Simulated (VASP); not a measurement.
A run of VASP 6.6.1:

Contents of INCAR:

```
ALGO = Normal ; EDIFF = 1E-7
EDIFFG = -0.01 ; ENCUT = 500
GGA = PE ; GGA_COMPAT = False
IBRION = 2 ; ISIF = 3
ISMEAR = 0 ; LASPH = True
LCHARG = False ; LREAL = False
LWAVE = False ; NELM = 120
NELMIN = 4 ; NSW = 100
PREC = Accurate ; SIGMA = 0.1
```

KPOINTS

```
k-points
0
Gamma
  16 16 8
```

Contents of POSCAR:

```
Ir2Pt
1.0
    2.7343473037      0.0000000000      0.0000000000
    0.0000000000      2.7343473037      0.0000000000
    0.0000000000      0.0000000000      6.3946797941
Ir Pt
2 1
Direct
    0.5000000000      0.5000000000      0.3092560683
    0.5000000000      0.5000000000      0.6907439317
    0.0000000000      0.0000000000      0.0000000000
```

Potentials or basis: VASP PAW PBE potentials, release 64 (Ir, Pt).

Command:

```bash
$ cat potpaw_PBE.64/Ir/POTCAR potpaw_PBE.64/Pt/POTCAR > POTCAR
$ mpirun -np 1 vasp_std > vasp.out
```

Hardware: 1 thread of Intel Xeon 8259CL, with other jobs on the host.

Task: How long does it take, and how much memory?

Result: Run time: 14 min on 1 thread of Intel Xeon 8259CL, with other jobs on the host, peak memory 0.32 GiB. Counts: scf iterations 57, k points 225, ion steps 7.
